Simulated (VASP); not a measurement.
A run of VASP 6.6.1:

Contents of INCAR:

```
  PREC = Accurate
  ENCUT = 520
  EDIFF = 1E-6
  ISMEAR = -1
  SIGMA = 0.1
  LREAL = F
  LASPH = T
  NELM = 60
  ALGO = Normal
  ISIF = 2
  LWAVE = F
  LCHARG = F
  GGA = PE
  NBANDS = 58
```

Contents of KPOINTS:

```
Automatic mesh
0
Gamma
  7 7 7
```

Contents of POSCAR:

```
Ti
1.0
    5.1941540523      0.0000000000      0.0000000000
    0.0000000000      5.1941540523      0.0000000000
    0.0000000000      0.0000000000      5.1941540523
Ti
8
Direct
    1.0000000000      0.0000000000      1.0000000000
    0.5000000000      0.5000000000      0.5000000000
    0.2500000000      0.0000000000      0.5000000000
    0.7500000000      1.0000000000      0.5000000000
    0.5000000000      0.2500000000      0.0000000000
    0.5000000000      0.7500000000      1.0000000000
    0.0000000000      0.5000000000      0.2500000000
    1.0000000000      0.5000000000      0.7500000000
```

Potentials or basis: VASP PAW PBE potentials, release 64 (Ti_sv).

Run with:

```sh
$ cat potpaw_PBE.64/Ti_sv/POTCAR > POTCAR
$ mpirun -np 1 vasp_std > vasp.out
```

Hardware: 1 thread of AMD EPYC 7R13 (shared host).

Task: Estimate the wall time of this run.

Result: Run time: 5.8 min on 1 thread of AMD EPYC 7R13, on a shared host, peak memory 0.29 GiB. Counts: scf iterations 16, k points 20.
